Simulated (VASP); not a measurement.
Wanted: the native input for a VASP 6.6.1 run.

* Task: electric field gradients
* Functional: LDA
* Potentials or basis: VASP PAW LDA potentials, release 64 (Cd, S)
* Cutoff: 520 eV
* k mesh: 8 × 8 × 4
* Occupations: fermi-dirac, width 0.02 eV
* Spin: no spin polarisation
* Dipole correction: no
* Further INCAR settings: ALGO = Normal; EDIFF = 1e-08; NBANDS = 26

The structure of CdS lies in POSCAR:

```
CdS
1.0
    4.1892106958      0.0000000000      0.0000000000
   -2.0946053479      3.6279628844      0.0000000000
    0.0000000000      0.0000000000      6.8378128164
Cd S
2 2
Direct
    0.3333333333      0.6666666667      0.0000000000
    0.6666666667      0.3333333333      0.5000000000
    0.3333333333      0.6666666667      0.3850000000
    0.6666666667      0.3333333333      0.8850000000
```

This cell differs from its parent crystal: volume scaled by 1.04.

These files were run (other wordings do the same):

INCAR

```
  ALGO = Normal
  EDIFF = 1E-8
  ENCUT = 520
  ISIF = 2
  ISMEAR = -1
  LASPH = True
  LCHARG = False
  LEFG = True
  LREAL = False
  LWAVE = False
  NBANDS = 26
  NELM = 60
  PREC = Accurate
  SIGMA = 0.02
```

KPOINTS

```
k-points
0
Gamma
  8 8 4
```

Potentials or basis: VASP PAW LDA potentials, release 64 (Cd, S).

Run with:

```bash
$ cat potpaw_LDA.64/Cd/POTCAR potpaw_LDA.64/S/POTCAR > POTCAR
$ mpirun -np 1 vasp_std > vasp.out
```

Results of the run:

```yaml
Pressure: -4.3 GPa
Largest_force: 0.209 eV/Å
Band_gap_on_the_k_mesh: 0.88 eV, direct
```

Caveat: without QUAD_EFG the Cq values of the log hold for a quadrupole moment of 1 mb, not for the nuclei.

Wall time 28 s on 1 thread of Intel(R) Xeon(R) 6975P-C (Granite Rapids), with other jobs on the host, peak memory 0.22 GiB.
